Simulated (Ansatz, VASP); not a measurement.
C: VASP beside Ansatz

```
C
1.0
     0.00000    1.78001    1.78001
     1.78001    0.00000    1.78001
     1.78001    1.78001    0.00000
C
2
Direct
  0.00000 0.00000 0.00000
  0.25000 0.25000 0.25000
```

Alike in both runs: functional r2SCAN; k mesh 8 × 8 × 8; occupations gaussian, width 0.1 eV; no spin polarisation.

Ansatz relaxed the structure, and its values are those at the end. VASP's run is a single point on that final structure, the one shown.

|  | VASP | Ansatz |
| --- | --- | --- |
| version | VASP 6.6.1 | Ansatz 0.2.0 |
| potentials or method | VASP PAW PBE potentials, release 64 (C_h), cutoff 1430 eV | scalar-relativistic, plane waves, PAW |
| valence electrons in the cell | 8 | 8 |

```csv
,VASP,Ansatz,Ansatz less VASP
gap on the k mesh at the Fermi level (eV),4.37,4.37,-0.002
least direct gap on the mesh (eV),5.89,5.90,+0.001
pressure (GPa),-0.5,0.1,+0.63
```

VASP's potentials were made for PBE, not for r2SCAN. With one functional, cell and mesh, what is left measures potentials, basis and numerics.
